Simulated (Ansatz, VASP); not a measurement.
**TiO2 in VASP and in Ansatz**

```
CELL_PARAMETERS angstrom
4.64306 0.03482 0.00000
0.03482 4.64306 0.00000
0.00000 0.00000 2.96402
ATOMIC_POSITIONS crystal
Ti 0.00000 0.00000 0.00000
Ti 0.50000 0.50000 0.50000
O 0.30511 0.30511 0.00000
O 0.19489 0.80511 0.50000
O 0.69489 0.69489 0.00000
O 0.80511 0.19489 0.50000
```

Change from the starting cell: strain +0.0150 x Voigt [0, 0, 0, 0, 0, 1], atoms carried along.

Alike in both runs: task single point; functional PBE; k mesh 6 × 6 × 10; occupations gaussian, width 0.05 eV; no spin polarisation.

```csv
,VASP,Ansatz
version,VASP 6.6.1,Ansatz 0.2.0
potentials or method,"VASP PAW PBE potentials, release 64 (Ti_sv, O), cutoff 520 eV","scalar-relativistic, plane waves, PAW"
valence electrons in the cell,48,48
```

|  | VASP | Ansatz | Ansatz less VASP |
| --- | --- | --- | --- |
| gap on the k mesh at the Fermi level (eV) | 1.83 | 1.86 | +0.025 |
| least direct gap on the mesh (eV) | 1.83 | 1.86 | +0.025 |
| pressure (GPa) | 0.7 | 0.1 | -0.66 |
| traceless stress, the component that is largest in VASP (GPa) | -3.20 | -3.18 | +0.026 |
| rms of the force components (eV/Å) | 0.012 | 0.006 | -0.0060 |

Atom by atom the forces differ by 0.013 eV/Å (rms over components).
